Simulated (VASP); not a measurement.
# WS2: single point with PBE+D3(BJ)

WS2:

```xyz
6
Lattice="3.0713 0.0000 0.0000 -1.5356 2.6598 0.0000 0.0000 0.0000 11.2679" Properties=species:S:1:pos:R:3 pbc="T T T"
W     0.0000    1.7732    2.8170
W     1.5356    0.8866    8.4509
S     0.0000    1.7732    6.8688
S     1.5356    0.8866    1.2348
S     0.0000    1.7732   10.0331
S     1.5356    0.8866    4.3991
```

* Program: VASP 6.6.1
* Task: single point
* Functional: PBE
* Dispersion: D3(BJ)
* Potentials or basis: VASP PAW PBE potentials, release 64 (W_sv, S)
* Cutoff: 520 eV
* k mesh: 12 × 12 × 4
* Occupations: gaussian, width 0.02 eV
* Spin: no spin polarisation

The pressure is 11.7 GPa. The largest force is 0.008 eV/Å, the band gap on the k mesh is 0.39 eV (least direct gap 1.72 eV) and the dispersion energy per atom is -0.499 eV.

Forces in eV/Å, atoms in the order of the input:
```
W    0.000  0.000  0.000
W    0.000  0.000  0.000
S    0.000  0.000 -0.008
S    0.000  0.000 -0.008
S    0.000  0.000  0.008
S    0.000  0.000  0.008
```

Stress tensor (GPa, compression positive):
```
11.71  0.00  0.00
 0.00 11.71  0.00
 0.00  0.00 11.79
```

Levels at points of the mesh, in eV from the valence-band top:
| k point | band 24 | band 25 | band 26 | band 27 | band 28 | band 29 |
| --- | --- | --- | --- | --- | --- | --- |
| (0.00, 0.00, 0.00) | -1.92 | -0.97 | 0.00 | 1.93 | 1.93 | 2.14 |
| (0.50, 0.00, 0.00) | -2.32 | -1.87 | -1.77 | 2.27 | 2.36 | 2.47 |
| (0.00, 0.00, 0.50) | -2.41 | -0.26 | -0.26 | 2.04 | 2.04 | 2.04 |
| (0.50, 0.00, 0.50) | -2.10 | -2.04 | -2.04 | 2.40 | 2.40 | 2.73 |

Wall time 5.1 min on 1 thread of Intel Xeon 8259CL (shared host), peak memory 0.31 GiB.

Caveat: the cell stands under pressure; spin-orbit coupling is left out, which moves the levels of the heavy elements. A k mesh can miss the band edges.
